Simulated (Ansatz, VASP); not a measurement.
Mg: VASP beside Ansatz

INCAR

```
PREC = Accurate
ENCUT = 600
EDIFF = 1E-7
ISMEAR = 0
SIGMA = 0.1
LREAL = F
LASPH = T
NELM = 60
ALGO = Normal
ISIF = 3
LWAVE = F
LCHARG = F
GGA = PS
IBRION = 2
NSW = 80
EDIFFG = -0.01
```

File KPOINTS:

```
Automatic mesh
0
Gamma
  12 12 4
```

The input POSCAR:

```
Mg
1.0
    3.3446218861      0.0000000000      0.0000000000
   -1.6723109431      2.8965275194      0.0000000000
    0.0000000000      0.0000000000     10.9524839560
Mg
4
Direct
    0.0000000000      0.0000000000      0.0000000000
    0.3333333333      0.6666666667      0.2500000000
    0.0000000000      0.0000000000      0.5000000000
    0.6666666667      0.3333333333      0.7500000000
```

Input for Ansatz:

```yaml
crystal:
  lattice:
    - [3.3446218861, 0.0, 0.0]
    - [-1.6723109431, 2.8965275194, 0.0]
    - [0.0, 0.0, 10.952483956]
  atoms:
    - { symbol: Mg, position: [0.0, 0.0, 0.0] }
    - { symbol: Mg, position: [0.3333333333, 0.6666666667, 0.25] }
    - { symbol: Mg, position: [0.0, 0.0, 0.5] }
    - { symbol: Mg, position: [0.6666666667, 0.3333333333, 0.75] }
basis:
  ecutwfc: 420
kpoints:
  mp_grid: { grid: [12, 12, 4] }
hamiltonian:
  xc: pbesol
scf:
  occupations: { method: gaussian, width: 0.1 }
output:
  forces: true
  stress: true
  eigenvalues: true
relax:
  adjacent_minimum: "off"
  f_tol: 0.01
  max_steps: 60
  cell: { stress_tol: 0.1 }
```

Alike in both runs: task relaxation of cell and atoms; functional PBEsol; k mesh 12 × 12 × 4; occupations gaussian, width 0.1 eV; no spin polarisation.

```csv
,VASP,Ansatz
version,VASP 6.6.1,Ansatz 0.2.0
potentials or method,"VASP PAW PBE potentials, release 64 (Mg), cutoff 600 eV","scalar-relativistic, plane waves, PAW"
valence electrons in the cell,8,40
```

VASP gave:

| Item | Value |
| --- | --- |
| gap on the k mesh at the Fermi level, each at its own relaxed structure (eV) | none |
| relaxed volume (Å³/atom) | 22.51 |
| relaxed cell length with the largest relative difference (Å) | 3.189 |

Q: What did Ansatz give for the same quantities?

A: gap on the k mesh at the Fermi level, each at its own relaxed structure (eV): none; relaxed volume (Å³/atom): 22.56; relaxed cell length with the largest relative difference (Å): 3.193.

VASP's potentials were made for PBE, not for PBEsol. A gap of «none» marks a metal or a gap that the smearing closes. VASP's potentials hold 8 valence electrons a cell and Ansatz's 40, so a difference there can come from the potentials and not from the codes.

Noted on VASP's run: the volume moved by over 15 % at a fixed basis, so the end points are rough.
